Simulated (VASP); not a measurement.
# Cr (Im-3m) in VASP: a series of runs

Runs on Cr. Level: LDA. Tasks: single point.

Everything below comes from runs of VASP 6.6.1. Logs are shortened: lines on timing, memory, paths and dates and some standing lists are left out, and cuts for length are marked.

## (1) The cell of the first run

It takes space group Im-3m (No. 229, cubic). Conventional cell: a = 2.788 Å, b = 2.788 Å, c = 2.788 Å, α = 90.00°, β = 90.00°, γ = 90.00°. Within 3.2 Å of Cr (site symmetry m-3m) lie 14 Cr at 2.41 to 2.79 Å.

## (2) Single point, LDA, collinear spin, ferromagnetic start

Input file INCAR:

```
SYSTEM = Cr
  ALGO = Normal
  EDIFF = 1E-6
  ENCUT = 520
  GGA = CA
  ISIF = 2
  ISMEAR = 0
  ISPIN = 2
  LASPH = .True.
  LCHARG = .True.
  LELF = .True.
  LMAXMIX = 4
  LORBIT = 11
  LREAL = .False.
  LVHAR = .True.
  LWAVE = .False.
  MAGMOM = 1.5
  NBANDS = 16
  NELM = 150
  PREC = Accurate
  SIGMA = 0.6
```

Input file KPOINTS:

```
k-points
0
Gamma
  16 16 16
  0 0 0
```

Input file POSCAR:

```
Cr
1.0
   -1.3938676992      1.3938676992      1.3938676992
    1.3938676992     -1.3938676992      1.3938676992
    1.3938676992      1.3938676992     -1.3938676992
Cr
1
Direct
    0.0000000000      0.0000000000      0.0000000000
```

Potentials or basis: VASP PAW LDA potentials, release 64 (Cr_pv).

On the command line:

```console
cat potpaw_LDA.64/Cr_pv/POTCAR > POTCAR
mpirun -np 1 vasp_std > vasp.out
```

OUTCAR:

```text
SYSTEM = Cr
   EDIFF = 1E-6
   ENCUT = 520
   GGA = CA
   ISIF = 2
   ISMEAR = 0
   ISPIN = 2
   LASPH = .True.
   LORBIT = 11
   LREAL = .False.
   NELM = 150
   PREC = Accurate

 ion  position               nearest neighbor table
   1  0.000  0.000  0.000-

  LATTYP: Found a body centered cubic cell.
 ALAT       =     2.7877353984

  Lattice vectors:

 A1 = (  -1.3938676992,   1.3938676992,   1.3938676992)
 A2 = (   1.3938676992,  -1.3938676992,   1.3938676992)
 A3 = (   1.3938676992,   1.3938676992,  -1.3938676992)

Analysis of symmetry for initial positions (statically):
=====================================================================
 Subroutine PRICEL returns:
 Original cell was already a primitive cell.

 Routine SETGRP: Setting up the symmetry group for a
 body centered cubic supercell.

 Subroutine GETGRP returns: Found 48 space group operations
 (whereof 48 operations were pure point group operations)
 out of a pool of 48 trial point group operations.

The static configuration has the point symmetry O_h .

Analysis of symmetry for dynamics (positions and initial velocities):
=====================================================================
 Subroutine PRICEL returns:
 Original cell was already a primitive cell.

 Routine SETGRP: Setting up the symmetry group for a
 body centered cubic supercell.

 Subroutine GETGRP returns: Found 48 space group operations
 (whereof 48 operations were pure point group operations)
 out of a pool of 48 trial point group operations.

The dynamic configuration has the point symmetry O_h .

Analysis of structural, dynamic, and magnetic symmetry:
=====================================================================
 Subroutine PRICEL returns:
 Original cell was already a primitive cell.

 Routine SETGRP: Setting up the symmetry group for a
 body centered cubic supercell.

 Subroutine GETGRP returns: Found 48 space group operations
 (whereof 48 operations were pure point group operations)
 out of a pool of 48 trial point group operations.

The overall configuration has the point symmetry O_h .

 Subroutine INISYM returns: Found 48 space group operations
 (whereof 48 operations are pure point group operations),
 and found     1 'primitive' translations

----------------------------------------------------------------------------------------

                                     Primitive cell

  volume of cell :      10.8324

  direct lattice vectors                    reciprocal lattice vectors
    -1.393867699  1.393867699  1.393867699     0.000000000  0.358714102  0.358714102
     1.393867699 -1.393867699  1.393867699     0.358714102  0.000000000  0.358714102
     1.393867699  1.393867699 -1.393867699     0.358714102  0.358714102  0.000000000

  length of vectors
     2.414249674  2.414249674  2.414249674     0.507298348  0.507298348  0.507298348

  position of ions in fractional coordinates (direct lattice)
     0.000000000  0.000000000  0.000000000

  ion indices of the primitive-cell ions
   primitive index   ion index
                 1           1

----------------------------------------------------------------------------------------

 KPOINTS: k-points

Automatic generation of k-mesh.
 Grid dimensions read from file:
 generate k-points for:   16   16   16

 Generating k-lattice:

  Cartesian coordinates                     Fractional coordinates (reciprocal lattice)
     0.000000000  0.022419631  0.022419631     0.062500000  0.000000000  0.000000000
     0.022419631  0.000000000  0.022419631     0.000000000  0.062500000  0.000000000
     0.022419631  0.022419631  0.000000000     0.000000000  0.000000000  0.062500000

  Length of vectors
     0.031706147  0.031706147  0.031706147

  Shift w.r.t. Gamma in fractional coordinates (k-lattice)
     0.000000000  0.000000000  0.000000000

 Subroutine IBZKPT returns following result:
 ===========================================

 Found    145 irreducible k-points:

 Following reciprocal coordinates:
            Coordinates               Weight
  0.000000  0.000000  0.000000      1.000000
  0.062500  0.000000  0.000000     12.000000
  0.125000  0.000000  0.000000     12.000000
  0.187500  0.000000  0.000000     12.000000
  0.250000  0.000000  0.000000     12.000000
  0.312500  0.000000  0.000000     12.000000
[... 16 lines left out ...]
  0.187500  0.187500  0.000000     24.000000
  0.250000  0.187500 -0.000000     48.000000
 [... further k-points ...]
   k-points           NKPTS =    145   k-points in BZ     NKDIM =    145   number of bands    NBANDS=     16
   number of dos      NEDOS =    301   number of ions     NIONS =      1
   total plane-waves  NPLWV =   5832
   dimension x,y,z NGX =    18 NGY =   18 NGZ =   18
   dimension x,y,z NGXF=    36 NGYF=   36 NGZF=   36
   ions per type =               1
   NGX,Y,Z   is equivalent  to a cutoff of  12.39, 12.39, 12.39 a.u.
   NGXF,Y,Z  is equivalent  to a cutoff of  24.79, 24.79, 24.79 a.u.
 SYSTEM =  Cr
   PREC   = accura    normal or accurate (medium, high low for compatibility)
   ISTART =      0    job   : 0-new  1-cont  2-samecut
   ICHARG =      2    charge: 1-file 2-atom 10-const
   ISPIN  =      2    spin polarized calculation?
   LNONCOLLINEAR =      F non collinear calculations
   LSORBIT =      F    spin-orbit coupling
   LASPH  =      T    aspherical Exc in radial PAW
   ENCUT  =  520.0 eV  38.22 Ry    6.18 a.u.   4.49  4.49  4.49*2*pi/ulx,y,z
   NELM   =    150;   NELMIN=  2; NELMDL= -5     # of ELM steps
   EDIFF  = 0.1E-05   stopping-criterion for ELM
   LREAL  =      F    real-space projection
   EDIFFG = 0.1E-04   stopping-criterion for IOM
   NSW    =      0    number of steps for IOM
   IBRION =     -1    ionic relax: 0-MD 1-quasi-New 2-CG
   NFREE  =      0    steps in history (QN), initial steepest desc. (CG)
   ISIF   =      2    stress and relaxation
   ISYM   =      2    0-nonsym 1-usesym 2-fastsym
   POTIM  = 0.5000    time-step for ionic-motion
   TEBEG  =    0.0;   TEEND  =   0.0 temperature during run
   PSTRESS=    0.0 pullay stress
   NELECT =      12.0000    total number of electrons
   NUPDOWN=      -1.0000    fix difference up-down
   EMIN   =  10.00;   EMAX   =-10.00  energy-range for DOS
   EFERMI =   0.00;   METHOD = LEGACY
   ISMEAR =     0;   SIGMA  =   0.60  broadening in eV -4-tet -1-fermi 0-gaus
   EFERMI_NEDOS =   21; number of points for ismear=-14 and -15
   IALGO  =     38    algorithm
   IMIX   =      4    mixing-type and parameters
     AMIX     =   0.40;   BMIX     =  1.00
     AMIX_MAG =   1.60;   BMIX_MAG =  1.00
  volume/ion in A,a.u.               =      10.83        73.10
  Fermi-wavevector in a.u.,A,eV,Ry     =   1.693923  3.201051 39.040224  2.869376
  Thomas-Fermi vector in A             =   2.775241
   LORBIT       =     11    0 simple, 1 ext, 2 COOP (PROOUT), +10 PAW based schemes
   GGA     = CA    functional components
   LHFCALC =     F    Hartree Fock is set to
   AEXX    =    0.0000 exact exchange contribution
   IVDW    =     0    specifies the selected vdW correction
   LEPSILON=     F    determine dielectric tensor
   LRPA    =     F    only Hartree local field effects (RPA)
 spin polarized calculation
 Gauss-broadening in eV      SIGMA  =   0.60
  energy-cutoff  :      520.00
  volume of cell :       10.83
 maximum number of plane-waves:       321
 NGX is ok and might be reduce to    18
   NGX =  9   NGY =  9   NGZ =  9

 number of electron      12.0000011 magnetization       0.0001342

 number of electron      12.0000011 magnetization      -0.0000282

 Free energy of the ion-electron system (eV)
  ---------------------------------------------------
  ext. energy  EPLUGINS =         0.00000000
  ---------------------------------------------------
  free energy    TOTEN  =       -10.69565790 eV

  energy without entropy =      -10.55220402  energy(sigma->0) =      -10.62393096

 E-fermi :  11.6939     XC(G=0): -14.3795

 val. band max:       11.6927168107   @ k =  -0.2500   0.3125   0.1250
 cond. band min:      11.6963695748   @ k =  -0.3125   0.3125   0.2500
 fundamental gap:      0.0036527641
 Fermi energy:        11.6938775007

 spin component 1

 k-point     1 :       0.0000    0.0000    0.0000
  band No.  band energies     occupation
      1     -30.4668      1.00000
      2     -30.4668      1.00000
      3     -30.4668      1.00000
      4       3.7373      1.00000
      5      10.7583      0.98628
      6      10.7583      0.98628
[... 8 lines left out ...]
     15      42.7858      0.00000
     16      47.8278      0.00000

 k-point     2 :       0.0625    0.0000    0.0000
  band No.  band energies     occupation
      1     -30.5133      1.00000
      2     -30.4808      1.00000
      3     -30.4672      1.00000
      4       3.9198      1.00000
      5      10.6846      0.99132
      6      10.7461      0.98725
[... 8 lines left out ...]
     15      43.1378      0.00000
     16      45.9399      0.00000
[... 387 lines left out ...]
      5       9.5629      1.00000
      6       9.9011      0.99999
[... 8 lines left out ...]
     15      42.2315      0.00000
     16      46.0998      0.00000

 k-point    24 :       0.2500    0.1875   -0.0000
  band No.  band energies     occupation
      1     -31.3702      1.00000
      2     -30.8319      1.00000
      3     -30.5642      1.00000
      4       7.8248      1.00000
      5       9.3259      1.00000
      6      10.0424      0.99995
[... 8 lines left out ...]
     15      42.3881      0.00000
     16      46.9121      0.00000

 [... further k-points ...]

 spin component 2

 k-point     1 :       0.0000    0.0000    0.0000
  band No.  band energies     occupation
      1     -30.4668      1.00000
      2     -30.4668      1.00000
      3     -30.4668      1.00000
      4       3.7372      1.00000
      5      10.7583      0.98628
      6      10.7583      0.98628
[... 8 lines left out ...]
     15      42.7858      0.00000
     16      47.8277      0.00000

 k-point     2 :       0.0625    0.0000    0.0000
  band No.  band energies     occupation
      1     -30.5132      1.00000
      2     -30.4807      1.00000
      3     -30.4671      1.00000
      4       3.9197      1.00000
      5      10.6845      0.99132
      6      10.7461      0.98726
[... 8 lines left out ...]
     15      43.1378      0.00000
     16      45.9398      0.00000
[... 387 lines left out ...]
      5       9.5628      1.00000
      6       9.9011      0.99999
[... 8 lines left out ...]
     15      42.2315      0.00000
     16      46.0997      0.00000

 k-point    24 :       0.2500    0.1875   -0.0000
  band No.  band energies     occupation
      1     -31.3702      1.00000
      2     -30.8318      1.00000
      3     -30.5641      1.00000
      4       7.8248      1.00000
      5       9.3259      1.00000
      6      10.0424      0.99995
[... 8 lines left out ...]
     15      42.3881      0.00000
     16      46.9120      0.00000

 [... further k-points ...]
[... 5 lines left out ...]
  --------------------------------------------------------------------------------------
  -------------------------------------------------------------------------------------
  Total        0.0853732      0.0853732      0.0853732      0.0000000     -0.0000000      0.0000000
  in kB       12.6272123     12.6272123     12.6272123      0.0000000     -0.0000000      0.0000000
  external PRESSURE =      12.6272123 kB  Pullay stress =       0.0000000 kB

 VOLUME and BASIS-vectors are now :
 -----------------------------------------------------------------------------
  energy-cutoff  :      520.00
  volume of cell :       10.83
      direct lattice vectors                 reciprocal lattice vectors
    -1.393867699  1.393867699  1.393867699     0.000000000  0.358714102  0.358714102
     1.393867699 -1.393867699  1.393867699     0.358714102  0.000000000  0.358714102
     1.393867699  1.393867699 -1.393867699     0.358714102  0.358714102  0.000000000

 POSITION                                       TOTAL-FORCE (eV/Angst)
 -----------------------------------------------------------------------------------
      0.00000      0.00000      0.00000        -0.000000      0.000000     -0.000000
 -----------------------------------------------------------------------------------
    total drift:                                0.000000      0.000000      0.000000

  FREE ENERGIE OF THE ION-ELECTRON SYSTEM (eV)
  ---------------------------------------------------
  free  energy   TOTEN  =       -10.6956578994 eV

  energy  without entropy=      -10.5522040183  energy(sigma->0) =      -10.62393096

 total charge

# of ion       s       p       d       tot
------------------------------------------
    1        0.449   6.436   4.324  11.209

 magnetization (x)

# of ion       s       p       d       tot
------------------------------------------
    1        0.000  -0.000   0.000  -0.000
```

Wall time 62 s (1 thread of Intel Xeon 8259CL, shared host); peak memory 0.15 GiB.

Results:

| Item | Value |
| --- | --- |
| Free energy | -10.6957 eV |
| Pressure | 1.3 GPa |
| Band gap on the k mesh | zero (filled and empty bands overlap) |
| Net moment | 0.00 μB per cell |
| Valence electrons inside the program's atomic spheres | Cr 11.21 |

Caveat: so wide a smearing shifts energies and pressures; an empty level that is flat over the whole mesh can mark a ghost state of the potentials, or a narrow d or f band.

## (3) Single point, LDA, collinear spin, ferromagnetic start

Input file INCAR:

```
  ALGO = Normal
  EDIFF = 1E-7
  ENCUT = 520
  ISIF = 2
  ISMEAR = 0
  ISPIN = 2
  LASPH = T
  LCHARG = T
  LELF = T
  LMAXMIX = 4
  LORBIT = 11
  LREAL = F
  LVHAR = T
  LWAVE = F
  MAGMOM = 1.5
  NBANDS = 16
  NELM = 150
  PREC = Accurate
  SIGMA = 1.0
```

Input file KPOINTS:

```
k-points
0
Gamma
  16 16 16
```

POSCAR is that of step 2.

Potentials or basis: VASP PAW LDA potentials, release 64 (Cr_pv).

On the command line:

```console
cat potpaw_LDA.64/Cr_pv/POTCAR > POTCAR
mpirun -np 1 vasp_std > vasp.out
```

Wall time 64 s (1 thread of Intel Xeon 8259CL, shared host); peak memory 0.15 GiB.

It converged, with:

```yaml
Free_energy: -10.8403 eV
Pressure: 4.7 GPa
Band_gap_on_the_k_mesh: zero (filled and empty bands overlap)
Net_moment: 0.00 μB per cell
Valence_electrons_inside_the_program's_atomic_spheres: Cr 11.21
```

Levels at points of the mesh, in eV from the Fermi level:
Spin up:
```tsv
k point	band 3	band 4	band 5	band 6	band 7	band 8	band 9	band 10
(0.00, 0.00, 0.00)	-42.06	-7.92	-0.86	-0.86	-0.86	1.34	1.34	5.61
(0.50, 0.00, 0.00)	-42.07	-4.65	-2.56	1.38	1.47	1.73	3.31	5.60
(0.50, 0.50, 0.50)	-42.85	-4.64	-4.64	2.87	2.87	2.87	5.60	11.30
```
Spin down:
```tsv
k point	band 4	band 5	band 6	band 7	band 8	band 9
(0.00, 0.00, 0.00)	-7.92	-0.86	-0.86	-0.86	1.34	1.34
(0.50, 0.00, 0.00)	-4.65	-2.56	1.38	1.47	1.73	3.31
(0.50, 0.50, 0.50)	-4.64	-4.64	2.87	2.87	2.87	5.60
```

Caveat: the cell stands under pressure; so wide a smearing shifts energies and pressures; an empty level that is flat over the whole mesh can mark a ghost state of the potentials, or a narrow d or f band.

[end of part 1 of 2]
